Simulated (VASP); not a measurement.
A run of VASP 6.6.1:

Contents of POSCAR:

```
Ru
1.0
    2.7024647927      0.0000000000      0.0000000000
   -1.3512323964      2.3404031633      0.0000000000
    0.0000000000      0.0000000000      4.2658390146
Ru
2
Direct
    0.3333333333      0.6666666667      0.2500000000
    0.6666666667      0.3333333333      0.7500000000
```

The input INCAR.step1:

```
PREC = Accurate
ENCUT = 550
ISMEAR = 0
SIGMA = 0.1
LREAL = F
LASPH = T
NELM = 120
NBANDS = 21
GGA = PE
ALGO = Normal
EDIFF = 1E-5
LWAVE = T
LCHARG = F
GGA_COMPAT = F
```

INCAR.step2

```
PREC = Accurate
ENCUT = 550
EDIFF = 1E-6
ISMEAR = 0
SIGMA = 0.1
LREAL = F
LASPH = T
NELM = 120
ALGO = Normal
ISIF = 2
LWAVE = F
LCHARG = F
METAGGA = R2SCAN
LMIXTAU = T
NBANDS = 21
ISTART = 1
GGA_COMPAT = F
```

KPOINTS

```
regular mesh
0
Gamma
  24 24 12
```

Potentials or basis: VASP PAW PBE potentials, release 64 (Ru_pv).

Run with:

```bash
$ cat potpaw_PBE.64/Ru_pv/POTCAR > POTCAR
$ cp INCAR.step1 INCAR
$ mpirun -np 1 vasp_std > vasp.out
$ cp INCAR.step2 INCAR
$ mpirun -np 1 vasp_std > vasp.out
```

Hardware: 1 thread of AMD EPYC 9755 128-Core Processor, with other jobs on the host.

Q: Estimate the wall time of this run.

A: Wall time 27 min on 1 thread of AMD EPYC 9755 128-Core Processor, with other jobs on the host, peak memory 0.29 GiB. Counts: k points 427.
